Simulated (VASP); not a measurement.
# Ge (Fd-3m) in VASP: further runs

Ge is run at these levels: PBE; tasks: electric field gradients.

Program: VASP 6.6.1. These are calculated values, not measurements. Logs are shortened: lines on timing, memory, paths and dates and some standing lists are left out, and cuts for length are marked.

## 1. The cell of the first run

Symmetry: Fd-3m, No. 227, cubic system. Conventional cell: a = 5.542 Å, b = 5.542 Å, c = 5.542 Å, α = 90.00°, β = 90.00°, γ = 90.00°. Ge (site symmetry -43m) has 4 Ge at 2.40 Å within 3.2 Å.

## 2. Electric field gradients, PBE (volume scaled by 0.94)

File INCAR:

```
  PREC = Accurate
  ENCUT = 520
  EDIFF = 1E-8
  ISMEAR = -1
  SIGMA = 0.05
  LREAL = F
  LASPH = T
  NELM = 60
  ALGO = Normal
  ISIF = 2
  LWAVE = F
  LCHARG = F
  GGA = PE
  LEFG = T
  NBANDS = 21
```

File KPOINTS:

```
regular mesh
0
Gamma
  10 10 10
```

File POSCAR:

```
Ge
1.0
    0.0000000000      2.7710237968      2.7710237968
    2.7710237968      0.0000000000      2.7710237968
    2.7710237968      2.7710237968      0.0000000000
Ge
2
Direct
    0.5000000000      0.5000000000      0.5000000000
    0.7500000000      0.7500000000      0.7500000000
```

Potentials or basis: VASP PAW PBE potentials, release 64 (Ge_d).

On the command line:

```bash
cat potpaw_PBE.64/Ge_d/POTCAR > POTCAR
mpirun -np 1 vasp_std > vasp.out
```

OUTCAR:

```text
PREC = Accurate
   ENCUT = 520
   EDIFF = 1E-8
   ISMEAR = -1
   LREAL = F
   LASPH = T
   NELM = 60
   ISIF = 2
   GGA = PE

 ion  position               nearest neighbor table
   1  0.500  0.500  0.500-   2 2.40   2 2.40   2 2.40   2 2.40
   2  0.750  0.750  0.750-   1 2.40   1 2.40   1 2.40   1 2.40

  LATTYP: Found a face centered cubic cell.
 ALAT       =     5.5420475936

  Lattice vectors:

 A1 = (   0.0000000000,   2.7710237968,   2.7710237968)
 A2 = (   2.7710237968,   0.0000000000,   2.7710237968)
 A3 = (   2.7710237968,   2.7710237968,   0.0000000000)

Analysis of symmetry for initial positions (statically):
=====================================================================
 Subroutine PRICEL returns:
 Original cell was already a primitive cell.

 Routine SETGRP: Setting up the symmetry group for a
 face centered cubic supercell.

 Subroutine GETGRP returns: Found 48 space group operations
 (whereof 24 operations were pure point group operations)
 out of a pool of 48 trial point group operations.

The static configuration has the point symmetry T_d .
 The point group associated with its full space group is O_h .

Analysis of symmetry for dynamics (positions and initial velocities):
=====================================================================
 Subroutine PRICEL returns:
 Original cell was already a primitive cell.

 Routine SETGRP: Setting up the symmetry group for a
 face centered cubic supercell.

 Subroutine GETGRP returns: Found 48 space group operations
 (whereof 24 operations were pure point group operations)
 out of a pool of 48 trial point group operations.

The dynamic configuration has the point symmetry T_d .
 The point group associated with its full space group is O_h .

 Subroutine INISYM returns: Found 48 space group operations
 (whereof 24 operations are pure point group operations),
 and found     1 'primitive' translations

----------------------------------------------------------------------------------------

                                     Primitive cell
[... 116 lines left out ...]
   GGA     = PE    functional components
   LHFCALC =     F    Hartree Fock is set to
   AEXX    =    0.0000 exact exchange contribution
   IVDW    =     0    specifies the selected vdW correction
   LEPSILON=     F    determine dielectric tensor
   LRPA    =     F    only Hartree local field effects (RPA)
 non-spin polarized calculation
  energy-cutoff  :      520.00
  volume of cell :       42.56
 maximum number of plane-waves:      1167
 NGX is ok and might be reduce to    30
   NGX = 15   NGY = 15   NGZ = 15

 number of electron      27.9999991 magnetization

 Free energy of the ion-electron system (eV)
  ---------------------------------------------------
  ext. energy  EPLUGINS =         0.00000000
  ---------------------------------------------------
  free energy    TOTEN  =        -8.90196758 eV

  energy without entropy =       -8.90186319  energy(sigma->0) =       -8.90191539

 E-fermi :   5.7913     XC(G=0): -10.2226

 val. band max:        5.6187887517   @ k =   0.0000   0.0000   0.0000
 cond. band min:       6.0003472437   @ k =   0.5000   0.0000   0.0000
 fundamental gap:      0.3815584920
 Fermi energy:         5.7913342199

 k-point     1 :       0.0000    0.0000    0.0000
  band No.  band energies     occupation
      1     -19.2961      2.00000
      2     -19.2961      2.00000
      3     -19.2961      2.00000
      4     -19.2548      2.00000
      5     -19.2548      2.00000
      6     -19.0083      2.00000
[... 565 lines left out ...]
     20      17.6647      0.00000
     21      17.7185      0.00000

 [... further k-points ...]
[... 5 lines left out ...]
  --------------------------------------------------------------------------------------
  -------------------------------------------------------------------------------------
  Total        2.3877502      2.3877502      2.3877502      0.0000000      0.0000000      0.0000000
  in kB       89.8977264     89.8977264     89.8977264      0.0000000      0.0000000      0.0000000
  external PRESSURE =      89.8977264 kB  Pullay stress =       0.0000000 kB

 VOLUME and BASIS-vectors are now :
 -----------------------------------------------------------------------------
  energy-cutoff  :      520.00
  volume of cell :       42.56
      direct lattice vectors                 reciprocal lattice vectors
     0.000000000  2.771023797  2.771023797    -0.180438725  0.180438725  0.180438725
     2.771023797  0.000000000  2.771023797     0.180438725 -0.180438725  0.180438725
     2.771023797  2.771023797  0.000000000     0.180438725  0.180438725 -0.180438725

 POSITION                                       TOTAL-FORCE (eV/Angst)
 -----------------------------------------------------------------------------------
      2.77102      2.77102      2.77102        -0.000000     -0.000000     -0.000000
      4.15654      4.15654      4.15654         0.000000      0.000000      0.000000
 -----------------------------------------------------------------------------------
    total drift:                                0.000000     -0.000000      0.000000

  FREE ENERGIE OF THE ION-ELECTRON SYSTEM (eV)
  ---------------------------------------------------
  free  energy   TOTEN  =        -8.9019675811 eV

  energy  without entropy=       -8.9018631932  energy(sigma->0) =       -8.90191539

 Electric field gradients (V/A^2)
---------------------------------------------------------------------
 ion       V_xx      V_yy      V_zz      V_xy      V_xz      V_yz
---------------------------------------------------------------------
   1      -0.000    -0.000    -0.000    -0.000    -0.000    -0.000
   2       0.000    -0.000    -0.000    -0.000    -0.000    -0.000
---------------------------------------------------------------------

 Electric field gradients after diagonalization (V/A^2)
 (convention: |V_zz| > |V_xx| > |V_yy|)
----------------------------------------------------------------------
 ion       V_xx      V_yy      V_zz     asymmetry (V_yy - V_xx)/ V_zz
----------------------------------------------------------------------
   1       0.000     0.000    -0.000       0.000
   2       0.000     0.000    -0.000       0.000
----------------------------------------------------------------------

           NMR quadrupolar parameters

 Cq : quadrupolar parameter    Cq=e*Q*V_zz/h
 eta: asymmetry parameters     (V_yy - V_xx)/ V_zz
 Q  : nuclear electric quadrupole moment in mb (millibarn)
----------------------------------------------------------------------
 ion       Cq(MHz)       eta       Q (mb)
----------------------------------------------------------------------
   1      -0.000       0.000       1.000
   2      -0.000       0.000       1.000
----------------------------------------------------------------------
```

stdout:

```text
POSCAR found type information on POSCAR Ge
 POSCAR found :  1 types and       2 ions
 scaLAPACK will be used
 LDA part: xc-table for (Slater+PW92), standard interpolation
 POSCAR, INCAR and KPOINTS ok, starting setup
 FFT: planning ... GRIDC
 FFT: planning ... GRID_SOFT
 FFT: planning ... GRID
 WAVECAR not read
 entering main loop
ion   1

ion   2
```

Run time: 21 s. Hardware: 1 thread of Intel Xeon 6975P-C (Granite Rapids), shared host; peak memory 0.18 GiB.

Results:

* Free energy: -8.9020 eV
* Pressure: 9.0 GPa
* Band gap on the k mesh: 0.38 eV, indirect (least direct gap 0.62 eV)

Levels at points of the mesh, in eV from the valence-band top:
| k point | band 11 | band 12 | band 13 | band 14 | band 15 | band 16 | band 17 | band 18 |
| --- | --- | --- | --- | --- | --- | --- | --- | --- |
| (0.00, 0.00, 0.00) | -13.26 | 0.00 | 0.00 | 0.00 | 0.62 | 2.58 | 2.58 | 2.58 |
| (0.50, 0.00, 0.00) | -11.02 | -7.90 | -1.50 | -1.50 | 0.38 | 3.78 | 3.78 | 7.15 |
| (0.50, 0.50, 0.00) | -9.13 | -9.13 | -3.30 | -3.30 | 0.67 | 0.67 | 10.04 | 10.04 |

Caveat: without QUAD_EFG the Cq values of the log hold for a quadrupole moment of 1 mb, not for the nuclei.

## 3. Electric field gradients, PBE (volume scaled by 0.96)

File INCAR:

```
SYSTEM = Ge
ALGO = Normal
EDIFF = 1E-8
ENCUT = 520
GGA = PE
ISIF = 2
ISMEAR = -1
LASPH = .True.
LCHARG = .False.
LEFG = .True.
LREAL = .False.
LWAVE = .False.
NBANDS = 21
NELM = 100
PREC = Accurate
SIGMA = 0.05
```

File KPOINTS:

```
k-points
0
Gamma
  10 10 10
  0 0 0
```

File POSCAR:

```
Ge
1.0
    0.0000000000      2.7905386918      2.7905386918
    2.7905386918      0.0000000000      2.7905386918
    2.7905386918      2.7905386918      0.0000000000
Ge
2
Direct
    0.5000000000      0.5000000000      0.5000000000
    0.7500000000      0.7500000000      0.7500000000
```

Potentials or basis: VASP PAW PBE potentials, release 64 (Ge_d).

On the command line:

```bash
cat potpaw_PBE.64/Ge_d/POTCAR > POTCAR
mpirun -np 1 vasp_std > vasp.out
```

OUTCAR:

```text
SYSTEM = Ge
   EDIFF = 1E-8
   ENCUT = 520
   GGA = PE
   ISIF = 2
   ISMEAR = -1
   LASPH = .True.
   LREAL = .False.
   NELM = 100
   PREC = Accurate

 ion  position               nearest neighbor table
   1  0.500  0.500  0.500-   2 2.42   2 2.42   2 2.42   2 2.42
   2  0.750  0.750  0.750-   1 2.42   1 2.42   1 2.42   1 2.42

  LATTYP: Found a face centered cubic cell.
 ALAT       =     5.5810773836

  Lattice vectors:

 A1 = (   0.0000000000,   2.7905386918,   2.7905386918)
 A2 = (   2.7905386918,   0.0000000000,   2.7905386918)
 A3 = (   2.7905386918,   2.7905386918,   0.0000000000)

Analysis of symmetry for initial positions (statically):
=====================================================================
 Subroutine PRICEL returns:
 Original cell was already a primitive cell.

 Routine SETGRP: Setting up the symmetry group for a
 face centered cubic supercell.

 Subroutine GETGRP returns: Found 48 space group operations
[... 765 lines left out ...]
  volume of cell :       43.46
      direct lattice vectors                 reciprocal lattice vectors
     0.000000000  2.790538692  2.790538692    -0.179176874  0.179176874  0.179176874
     2.790538692  0.000000000  2.790538692     0.179176874 -0.179176874  0.179176874
     2.790538692  2.790538692  0.000000000     0.179176874  0.179176874 -0.179176874

 POSITION                                       TOTAL-FORCE (eV/Angst)
 -----------------------------------------------------------------------------------
      2.79054      2.79054      2.79054        -0.000000     -0.000000     -0.000000
      4.18581      4.18581      4.18581         0.000000      0.000000      0.000000
 -----------------------------------------------------------------------------------
    total drift:                                0.000000     -0.000000     -0.000000

  FREE ENERGIE OF THE ION-ELECTRON SYSTEM (eV)
  ---------------------------------------------------
  free  energy   TOTEN  =        -8.9472402720 eV

  energy  without entropy=       -8.9470737999  energy(sigma->0) =       -8.94715704

 Electric field gradients (V/A^2)
---------------------------------------------------------------------
 ion       V_xx      V_yy      V_zz      V_xy      V_xz      V_yz
---------------------------------------------------------------------
   1      -0.000     0.000    -0.000     0.001     0.001     0.001
   2      -0.000     0.000    -0.000     0.001     0.001     0.001
---------------------------------------------------------------------

 Electric field gradients after diagonalization (V/A^2)
 (convention: |V_zz| > |V_xx| > |V_yy|)
----------------------------------------------------------------------
 ion       V_xx      V_yy      V_zz     asymmetry (V_yy - V_xx)/ V_zz
----------------------------------------------------------------------
   1      -0.001    -0.001     0.003       0.000
   2      -0.001    -0.001     0.003       0.000
----------------------------------------------------------------------

           NMR quadrupolar parameters

 Cq : quadrupolar parameter    Cq=e*Q*V_zz/h
 eta: asymmetry parameters     (V_yy - V_xx)/ V_zz
 Q  : nuclear electric quadrupole moment in mb (millibarn)
----------------------------------------------------------------------
 ion       Cq(MHz)       eta       Q (mb)
----------------------------------------------------------------------
   1       0.000       0.000       1.000
   2       0.000       0.000       1.000
----------------------------------------------------------------------
```

OSZICAR:

```text
N       E                     dE             d eps       ncg     rms          rms(c)
DAV:   1     0.191852359873E+03    0.19185E+03   -0.14611E+04  2251   0.370E+03
DAV:   2     0.181507536372E+02   -0.17370E+03   -0.16760E+03  1979   0.616E+02
DAV:   3    -0.819513305439E+01   -0.26346E+02   -0.26170E+02  2289   0.143E+02
DAV:   4    -0.903483852218E+01   -0.83971E+00   -0.83932E+00  2219   0.297E+01
DAV:   5    -0.904832625377E+01   -0.13488E-01   -0.13488E-01  2259   0.413E+00    0.339E+00
DAV:   6    -0.898038170787E+01    0.67945E-01   -0.23884E-02  2280   0.139E+00    0.200E+00
DAV:   7    -0.894533867038E+01    0.35043E-01   -0.53559E-02  2338   0.195E+00    0.149E-01
DAV:   8    -0.894703585511E+01   -0.16972E-02   -0.56353E-03  2229   0.826E-01    0.440E-02
DAV:   9    -0.894723147116E+01   -0.19562E-03   -0.24268E-04  2194   0.158E-01    0.142E-02
DAV:  10    -0.894723848467E+01   -0.70135E-05   -0.19553E-05  2496   0.554E-02    0.646E-03
DAV:  11    -0.894724013638E+01   -0.16517E-05   -0.40799E-06  2134   0.229E-02    0.203E-03
DAV:  12    -0.894724032001E+01   -0.18363E-06   -0.23488E-07  2179   0.311E-03    0.500E-04
DAV:  13    -0.894724030074E+01    0.19275E-07   -0.76134E-09  1860   0.107E-03    0.146E-04
DAV:  14    -0.894724026844E+01    0.32294E-07   -0.96920E-10  1277   0.287E-04    0.294E-05
DAV:  15    -0.894724027204E+01   -0.35989E-08   -0.10983E-10  1092   0.147E-04
   1 F= -.89472403E+01 E0= -.89471570E+01  d E =-.166472E-03
```

stdout:

```text
POSCAR found type information on POSCAR Ge
 POSCAR found :  1 types and       2 ions
 scaLAPACK will be used
 LDA part: xc-table for (Slater+PW92), standard interpolation
 POSCAR, INCAR and KPOINTS ok, starting setup
 FFT: planning ... GRIDC
 FFT: planning ... GRID_SOFT
 FFT: planning ... GRID
 WAVECAR not read
 entering main loop
ion   1

ion   2
```

It took 20 s on 1 thread of Intel Xeon 6975P-C (Granite Rapids), shared host; peak memory 0.17 GiB.

Results:

```
Free energy            : -8.9472 eV
Pressure               : 7.0 GPa
Band gap on the k mesh : 0.31 eV, indirect (least direct gap 0.42 eV)
```

Caveat: without QUAD_EFG the Cq values of the log hold for a quadrupole moment of 1 mb, not for the nuclei.

## 4. Electric field gradients, PBE (volume scaled by 0.98)

File INCAR:

```
PREC = Accurate
ENCUT = 520
EDIFF = 1E-8
ISMEAR = -1
SIGMA = 0.05
LREAL = False
LASPH = True
NELM = 100
ALGO = Normal
ISIF = 2
LWAVE = False
LCHARG = False
GGA = PE
LEFG = True
NBANDS = 21
```

File KPOINTS:

```
Automatic mesh
0
Gamma
  10 10 10
```

File POSCAR:

```
Ge
1.0
    0.0000000000      2.8097843944      2.8097843944
    2.8097843944      0.0000000000      2.8097843944
    2.8097843944      2.8097843944      0.0000000000
Ge
2
Direct
    0.5000000000      0.5000000000      0.5000000000
    0.7500000000      0.7500000000      0.7500000000
```

Potentials or basis: VASP PAW PBE potentials, release 64 (Ge_d).

On the command line:

```bash
cat potpaw_PBE.64/Ge_d/POTCAR > POTCAR
mpirun -np 1 vasp_std > vasp.out
```

OUTCAR:

```text
PREC = Accurate
   ENCUT = 520
   EDIFF = 1E-8
   ISMEAR = -1
   LREAL = False
   LASPH = True
   NELM = 100
   ISIF = 2
   GGA = PE

 ion  position               nearest neighbor table
   1  0.500  0.500  0.500-   2 2.43   2 2.43   2 2.43   2 2.43
   2  0.750  0.750  0.750-   1 2.43   1 2.43   1 2.43   1 2.43

  LATTYP: Found a face centered cubic cell.
 ALAT       =     5.6195687888

  Lattice vectors:

 A1 = (   0.0000000000,   2.8097843944,   2.8097843944)
 A2 = (   2.8097843944,   0.0000000000,   2.8097843944)
[... 789 lines left out ...]
  FREE ENERGIE OF THE ION-ELECTRON SYSTEM (eV)
  ---------------------------------------------------
  free  energy   TOTEN  =        -8.9817443888 eV

  energy  without entropy=       -8.9814570582  energy(sigma->0) =       -8.98160072

 Electric field gradients (V/A^2)
---------------------------------------------------------------------
 ion       V_xx      V_yy      V_zz      V_xy      V_xz      V_yz
---------------------------------------------------------------------
   1      -0.000     0.000    -0.000     0.003     0.003     0.003
   2      -0.000     0.000    -0.000     0.003     0.003     0.003
---------------------------------------------------------------------

 Electric field gradients after diagonalization (V/A^2)
 (convention: |V_zz| > |V_xx| > |V_yy|)
----------------------------------------------------------------------
 ion       V_xx      V_yy      V_zz     asymmetry (V_yy - V_xx)/ V_zz
----------------------------------------------------------------------
   1      -0.003    -0.003     0.005       0.000
   2      -0.003    -0.003     0.005       0.000
----------------------------------------------------------------------

           NMR quadrupolar parameters

 Cq : quadrupolar parameter    Cq=e*Q*V_zz/h
 eta: asymmetry parameters     (V_yy - V_xx)/ V_zz
 Q  : nuclear electric quadrupole moment in mb (millibarn)
----------------------------------------------------------------------
 ion       Cq(MHz)       eta       Q (mb)
----------------------------------------------------------------------
   1       0.000       0.000       1.000
   2       0.000       0.000       1.000
----------------------------------------------------------------------
```

Run time: 20 s. Hardware: 1 thread of Intel Xeon 6975P-C (Granite Rapids), shared host; peak memory 0.18 GiB.

Results:

```
Free energy            : -8.9817 eV
Pressure               : 5.2 GPa
Band gap on the k mesh : 0.22 eV, direct
```

Levels at points of the mesh, in eV from the valence-band top:
| k point | band 11 | band 12 | band 13 | band 14 | band 15 | band 16 | band 17 | band 18 |
| --- | --- | --- | --- | --- | --- | --- | --- | --- |
| (0.00, 0.00, 0.00) | -12.93 | 0.00 | 0.00 | 0.00 | 0.22 | 2.56 | 2.56 | 2.56 |
| (0.50, 0.00, 0.00) | -10.79 | -7.69 | -1.44 | -1.44 | 0.25 | 3.76 | 3.76 | 7.14 |
| (0.50, 0.50, 0.00) | -8.96 | -8.96 | -3.15 | -3.15 | 0.73 | 0.73 | 9.69 | 9.69 |

Caveat: without QUAD_EFG the Cq values of the log hold for a quadrupole moment of 1 mb, not for the nuclei. A k mesh can miss the band edges.

(Part 1 of 2 ends here.)
